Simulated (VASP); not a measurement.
# Na5H (P6/mmm) in VASP: notebook, part 3 of 3

VASP 6.6.1.

### Step 4. Single point, PBE

This run uses another cell than the first one, of 38.19 Å³/atom, 2.147 times its volume.

Contents of INCAR:

```
PREC = Accurate ; ENCUT = 520
EDIFF = 1E-6 ; ISMEAR = 0
SIGMA = 0.1 ; LREAL = False
LASPH = True ; NELM = 100
ALGO = Normal ; ISIF = 2
LWAVE = False ; LCHARG = True
GGA = PE ; LELF = True
LVHAR = True ; NBANDS = 27
```

Contents of KPOINTS:

```
regular mesh
0
Gamma
  6 6 6
```

Contents of POSCAR:

```
Na5H
1.0
    6.5279517900      0.0000000000      0.0000000000
   -3.2639758950      5.6533720848      0.0000000000
    0.0000000000      0.0000000000      6.2096530551
Na H
5 1
Direct
    0.0000000000      0.5000000000      0.5000000000
    0.3333333333      0.6666666667      0.0000000000
    0.6666666667      0.3333333333      0.0000000000
    0.5000000000      0.0000000000      0.5000000000
    0.5000000000      0.5000000000      0.5000000000
    0.0000000000      0.0000000000      0.0000000000
```

Potentials or basis: VASP PAW PBE potentials, release 64 (Na_pv, H).

Run with:

```
cat potpaw_PBE.64/Na_pv/POTCAR potpaw_PBE.64/H/POTCAR > POTCAR
mpirun -np 1 vasp_std > vasp.out
```

OUTCAR:

```text
PREC = Accurate
   ENCUT = 520
   EDIFF = 1E-6
   ISMEAR = 0
   LREAL = False
   LASPH = True
   NELM = 100
   ISIF = 2
   GGA = PE

 ion  position               nearest neighbor table
   1  0.000  0.500  0.500-
   2  0.333  0.667  0.000-
   3  0.667  0.333  0.000-
   4  0.500  0.000  0.500-
   5  0.500  0.500  0.500-
   6  0.000  0.000  0.000-

  LATTYP: Found a hexagonal cell.
 ALAT       =     6.5279517900
 C/A-ratio  =     0.9512406425

  Lattice vectors:

 A1 = (   6.5279517900,   0.0000000000,   0.0000000000)
 A2 = (  -3.2639758950,   5.6533720848,   0.0000000000)
 A3 = (   0.0000000000,   0.0000000000,   6.2096530551)

Analysis of symmetry for initial positions (statically):
=====================================================================
 Subroutine PRICEL returns:
 Original cell was already a primitive cell.

 Routine SETGRP: Setting up the symmetry group for a
 hexagonal supercell.

 Subroutine GETGRP returns: Found 24 space group operations
 (whereof 24 operations were pure point group operations)
 out of a pool of 24 trial point group operations.

The static configuration has the point symmetry D_6h.

Analysis of symmetry for dynamics (positions and initial velocities):
=====================================================================
 Subroutine PRICEL returns:
 Original cell was already a primitive cell.

 Routine SETGRP: Setting up the symmetry group for a
 hexagonal supercell.

 Subroutine GETGRP returns: Found 24 space group operations
 (whereof 24 operations were pure point group operations)
 out of a pool of 24 trial point group operations.

The dynamic configuration has the point symmetry D_6h.

 Subroutine INISYM returns: Found 24 space group operations
 (whereof 24 operations are pure point group operations),
 and found     1 'primitive' translations

----------------------------------------------------------------------------------------

                                     Primitive cell

  volume of cell :     229.1669

  direct lattice vectors                    reciprocal lattice vectors
     6.527951790  0.000000000  0.000000000     0.153187406  0.088442790  0.000000000
    -3.263975895  5.653372085  0.000000000     0.000000000  0.176885580  0.000000000
     0.000000000  0.000000000  6.209653055     0.000000000  0.000000000  0.161039593

  length of vectors
     6.527951790  6.527951790  6.209653055     0.176885580  0.176885580  0.161039593

  position of ions in fractional coordinates (direct lattice)
     0.000000000  0.500000000  0.500000000
     0.333333333  0.666666667  0.000000000
     0.666666667  0.333333333  0.000000000
     0.500000000  0.000000000  0.500000000
     0.500000000  0.500000000  0.500000000
     0.000000000  0.000000000  0.000000000

  ion indices of the primitive-cell ions
   primitive index   ion index
                 1           1
                 2           2
                 3           3
                 4           4
                 5           5
                 6           6

----------------------------------------------------------------------------------------

 KPOINTS: regular mesh

Automatic generation of k-mesh.
 Grid dimensions read from file:
 generate k-points for:    6    6    6

 Generating k-lattice:

  Cartesian coordinates                     Fractional coordinates (reciprocal lattice)
     0.025531234  0.014740465  0.000000000     0.166666667  0.000000000  0.000000000
     0.000000000  0.029480930  0.000000000     0.000000000  0.166666667  0.000000000
     0.000000000  0.000000000  0.026839932     0.000000000  0.000000000  0.166666667

  Length of vectors
     0.029480930  0.029480930  0.026839932

  Shift w.r.t. Gamma in fractional coordinates (k-lattice)
     0.000000000  0.000000000  0.000000000

 Subroutine IBZKPT returns following result:
 ===========================================

 Found     28 irreducible k-points:

 Following reciprocal coordinates:
            Coordinates               Weight
  0.000000  0.000000  0.000000      1.000000
  0.166667 -0.000000  0.000000      6.000000
  0.333333  0.000000  0.000000      6.000000
  0.500000  0.000000  0.000000      3.000000
  0.166667  0.166667  0.000000      6.000000
  0.333333  0.166667  0.000000     12.000000
[... 16 lines left out ...]
  0.166667 -0.000000  0.500000      6.000000
  0.333333  0.000000  0.500000      6.000000
 [... further k-points ...]
   k-points           NKPTS =     28   k-points in BZ     NKDIM =     28   number of bands    NBANDS=     27
   number of dos      NEDOS =    301   number of ions     NIONS =      6
   total plane-waves  NPLWV = 120000
   dimension x,y,z NGX =    50 NGY =   50 NGZ =   48
   dimension x,y,z NGXF=   100 NGYF=  100 NGZF=   96
   ions per type =               5   1
   NGX,Y,Z   is equivalent  to a cutoff of  12.73, 12.73, 12.85 a.u.
   NGXF,Y,Z  is equivalent  to a cutoff of  25.47, 25.47, 25.70 a.u.
 SYSTEM =  unknown system
   PREC   = accura    normal or accurate (medium, high low for compatibility)
   ISTART =      0    job   : 0-new  1-cont  2-samecut
   ICHARG =      2    charge: 1-file 2-atom 10-const
   ISPIN  =      1    spin polarized calculation?
   LNONCOLLINEAR =      F non collinear calculations
   LSORBIT =      F    spin-orbit coupling
   LASPH  =      T    aspherical Exc in radial PAW
   ENCUT  =  520.0 eV  38.22 Ry    6.18 a.u.  12.14 12.14 11.55*2*pi/ulx,y,z
   NELM   =    100;   NELMIN=  2; NELMDL= -5     # of ELM steps
   EDIFF  = 0.1E-05   stopping-criterion for ELM
   LREAL  =      F    real-space projection
   EDIFFG = 0.1E-04   stopping-criterion for IOM
   NSW    =      0    number of steps for IOM
   IBRION =     -1    ionic relax: 0-MD 1-quasi-New 2-CG
   NFREE  =      0    steps in history (QN), initial steepest desc. (CG)
   ISIF   =      2    stress and relaxation
   ISYM   =      2    0-nonsym 1-usesym 2-fastsym
   POTIM  = 0.5000    time-step for ionic-motion
   TEBEG  =    0.0;   TEEND  =   0.0 temperature during run
   PSTRESS=    0.0 pullay stress
   NELECT =      36.0000    total number of electrons
   NUPDOWN=      -1.0000    fix difference up-down
   EMIN   =  10.00;   EMAX   =-10.00  energy-range for DOS
   EFERMI =   0.00;   METHOD = LEGACY
   ISMEAR =     0;   SIGMA  =   0.10  broadening in eV -4-tet -1-fermi 0-gaus
   EFERMI_NEDOS =   21; number of points for ismear=-14 and -15
   IALGO  =     38    algorithm
   IMIX   =      4    mixing-type and parameters
     AMIX     =   0.40;   BMIX     =  1.00
     AMIX_MAG =   1.60;   BMIX_MAG =  1.00
  volume/ion in A,a.u.               =      38.19       257.75
  Fermi-wavevector in a.u.,A,eV,Ry     =   0.883334  1.669260 10.616345  0.780279
  Thomas-Fermi vector in A             =   2.004086
   LORBIT       =      0    0 simple, 1 ext, 2 COOP (PROOUT), +10 PAW based schemes
   GGA     = PE    functional components
   LHFCALC =     F    Hartree Fock is set to
   AEXX    =    0.0000 exact exchange contribution
   IVDW    =     0    specifies the selected vdW correction
   LEPSILON=     F    determine dielectric tensor
   LRPA    =     F    only Hartree local field effects (RPA)
 non-spin polarized calculation
 Gauss-broadening in eV      SIGMA  =   0.10
  energy-cutoff  :      520.00
  volume of cell :      229.17
 maximum number of plane-waves:      6194
 NGX is ok and might be reduce to    50
   NGX = 25   NGY = 25   NGZ = 23

 number of electron      36.0000033 magnetization

 Free energy of the ion-electron system (eV)
  ---------------------------------------------------
  ext. energy  EPLUGINS =         0.00000000
  ---------------------------------------------------
  free energy    TOTEN  =        -7.64425659 eV

  energy without entropy =       -7.62960782  energy(sigma->0) =       -7.63693220

 E-fermi :  -0.4484     XC(G=0):  -5.9541

 val. band max:       -0.4601071456   @ k =   0.1667   0.1667   0.3333
 cond. band min:      -0.4232238345   @ k =   0.1667   0.1667   0.3333
 fundamental gap:      0.0368833112
 Fermi energy:        -0.4484033423

 k-point     1 :       0.0000    0.0000    0.0000
  band No.  band energies     occupation
      1     -25.6316      2.00000
      2     -25.6316      2.00000
      3     -25.6287      2.00000
      4     -25.6224      2.00000
      5     -25.6208      2.00000
      6     -25.6208      2.00000
[... 19 lines left out ...]
     26       4.1709      0.00000
     27       4.6287      0.00000
[... 667 lines left out ...]
      5     -25.6228      2.00000
      6     -25.6200      2.00000
[... 19 lines left out ...]
     26       4.4235      0.00000
     27       4.6667      0.00000

 [... further k-points ...]
[... 5 lines left out ...]
  --------------------------------------------------------------------------------------
  -------------------------------------------------------------------------------------
  Total       -0.0400951     -0.0400951     -0.0052668      0.0000000      0.0000000      0.0000000
  in kB       -0.2803177     -0.2803177     -0.0368220      0.0000000      0.0000000      0.0000000
  external PRESSURE =      -0.1991525 kB  Pullay stress =       0.0000000 kB

 VOLUME and BASIS-vectors are now :
 -----------------------------------------------------------------------------
  energy-cutoff  :      520.00
  volume of cell :      229.17
      direct lattice vectors                 reciprocal lattice vectors
     6.527951790  0.000000000  0.000000000     0.153187406  0.088442790  0.000000000
    -3.263975895  5.653372085  0.000000000     0.000000000  0.176885580  0.000000000
     0.000000000  0.000000000  6.209653055     0.000000000  0.000000000  0.161039593

 POSITION                                       TOTAL-FORCE (eV/Angst)
 -----------------------------------------------------------------------------------
     -1.63199      2.82669      3.10483        -0.000000      0.000000     -0.000000
     -0.00000      3.76891      0.00000         0.000000     -0.000000     -0.000000
      3.26398      1.88446      0.00000        -0.000000      0.000000      0.000000
      3.26398      0.00000      3.10483        -0.000000      0.000000     -0.000000
      1.63199      2.82669      3.10483        -0.000000      0.000000     -0.000000
      0.00000      0.00000      0.00000        -0.000000      0.000000     -0.000000
 -----------------------------------------------------------------------------------
    total drift:                                0.000000     -0.000000      0.000000

  FREE ENERGIE OF THE ION-ELECTRON SYSTEM (eV)
  ---------------------------------------------------
  free  energy   TOTEN  =        -7.6442565855 eV

  energy  without entropy=       -7.6296078214  energy(sigma->0) =       -7.63693220
```

OSZICAR:

```text
N       E                     dE             d eps       ncg     rms          rms(c)
DAV:   1     0.285552690654E+03    0.28555E+03   -0.18232E+04  1664   0.121E+03
DAV:   2     0.102607693509E+02   -0.27529E+03   -0.27182E+03  1604   0.346E+02
DAV:   3    -0.789413172674E+01   -0.18155E+02   -0.17902E+02  1692   0.111E+02
DAV:   4    -0.848027837211E+01   -0.58615E+00   -0.58403E+00  1689   0.167E+01
DAV:   5    -0.849031108831E+01   -0.10033E-01   -0.10032E-01  1656   0.270E+00    0.380E+00
DAV:   6    -0.764198607607E+01    0.84833E+00   -0.79073E-01  1767   0.216E+00    0.859E-01
DAV:   7    -0.763579103339E+01    0.61950E-02   -0.41500E-01  1711   0.137E+00    0.842E-01
DAV:   8    -0.768759837387E+01   -0.51807E-01   -0.37782E-01  1817   0.303E+00    0.967E-01
DAV:   9    -0.764733763806E+01    0.40261E-01   -0.67577E-02  1868   0.770E-01    0.362E-01
DAV:  10    -0.764365203480E+01    0.36856E-02   -0.45577E-02  1803   0.413E-01    0.136E-01
DAV:  11    -0.764418363628E+01   -0.53160E-03   -0.11045E-02  1563   0.228E-01    0.353E-02
DAV:  12    -0.764423415741E+01   -0.50521E-04   -0.43738E-04  1661   0.792E-02    0.210E-02
DAV:  13    -0.764426953982E+01   -0.35382E-04   -0.10632E-04  1795   0.410E-02    0.223E-02
DAV:  14    -0.764425578009E+01    0.13760E-04   -0.76845E-05  1377   0.215E-02    0.130E-03
DAV:  15    -0.764425658555E+01   -0.80546E-06   -0.66500E-06  1376   0.782E-03
   1 F= -.76442566E+01 E0= -.76369322E+01  d E =-.146488E-01
```

stdout:

```text
POSCAR found type information on POSCAR NaH
 POSCAR found :  2 types and       6 ions
 scaLAPACK will be used
 LDA part: xc-table for (Slater+PW92), standard interpolation
 POSCAR, INCAR and KPOINTS ok, starting setup
 FFT: planning ... GRIDC
 FFT: planning ... GRID_SOFT
 FFT: planning ... GRID
 WAVECAR not read
 entering main loop
```

Wall time 4.2 min (1 thread of AMD EPYC 7R43 (Zen 3), shared host); peak memory 0.35 GiB.

Results:

* Free energy: -7.6443 eV
* Pressure: 0.0 GPa
* Band gap on the k mesh: zero (band 18 reaches 0.45 eV, above the bottom of band 19 at -0.99 eV)

Levels at points of the mesh, in eV from the Fermi level:
```
           k point  band 16  band 17  band 18  band 19  band 20  band 21
(0.00, 0.00, 0.00)    -2.98    -0.51     0.90     0.98     1.79     1.79
(0.50, 0.00, 0.00)    -1.90    -1.83    -0.38     0.92     1.65     1.98
(0.00, 0.00, 0.50)    -2.11    -1.99     0.35     1.41     2.58     2.58
(0.50, 0.00, 0.50)    -1.41    -1.14    -0.64    -0.54     0.75     1.71
```

### Step 5. Overview

```tsv
cell	k mesh	gap on the mesh (eV)	pressure (GPa)
a = 5.333, b = 5.333, c = 4.334 Å, angles 90.0, 90.0, 120.0°, 6 atoms	6 × 6 × 4	none	19.0
a = 6.592, b = 6.592, c = 6.015 Å, angles 90.0, 90.0, 120.0°, 6 atoms	6 × 6 × 4	none	0.1
a = 6.528, b = 6.528, c = 6.210 Å, angles 90.0, 90.0, 120.0°, 6 atoms	6 × 6 × 6	none	0.0
```

Alike in all rows: task single point; level PBE; potentials or basis VASP PAW PBE potentials, release 64 (Na_pv, H); no spin polarisation; cutoff (eV) 520; smearing gaussian 0.1 eV.

Caveats: some runs use coarse meshes.

Total energies depend on the potentials used, so only differences within one code and one set of settings carry meaning.
